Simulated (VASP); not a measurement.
A run of VASP 6.6.1 is set up as follows.

The input INCAR:

```
SYSTEM = FeO
PREC = Accurate
ENCUT = 520
EDIFF = 1E-6
ISMEAR = -1
SIGMA = 0.05
LREAL = .FALSE.
LASPH = .TRUE.
NELM = 150
ALGO = Normal
ISIF = 2
LWAVE = .FALSE.
LCHARG = .FALSE.
ISPIN = 2
MAGMOM = 3 0
LORBIT = 11
LMAXMIX = 4
GGA = PE
NBANDS = 18
```

KPOINTS

```
regular mesh
0
G
  11 11 11
  0 0 0
```

The input POSCAR:

```
FeO
1.0
    0.0000000000      2.1114000555      2.1114000555
    2.1114000555      0.0000000000      2.1114000555
    2.1114000555      2.1114000555      0.0000000000
Fe O
1 1
Direct
    0.0000000000      0.0000000000      0.0000000000
    0.5000000000      0.5000000000      0.5000000000
```

Potentials or basis: VASP PAW PBE potentials, release 64 (Fe, O).

Run with:

```sh
$ cat potpaw_PBE.64/Fe/POTCAR potpaw_PBE.64/O/POTCAR > POTCAR
$ mpirun -np 1 vasp_std > vasp.out
```

(1) Predict the site moments.

(2) Estimate the pressure.

(3) What does it give for the band gap on the k mesh?

Answers

(1) Fe +3.61; O +0.31 μB.

(2) 13.1 GPa.

(3) zero (filled and empty bands overlap).

Caveat: a cell with one magnetic atom can't hold antiferromagnetic order, which such compounds often take; semilocal functionals often make such compounds metallic where correlation or magnetic order opens a gap, which also shifts bond lengths.
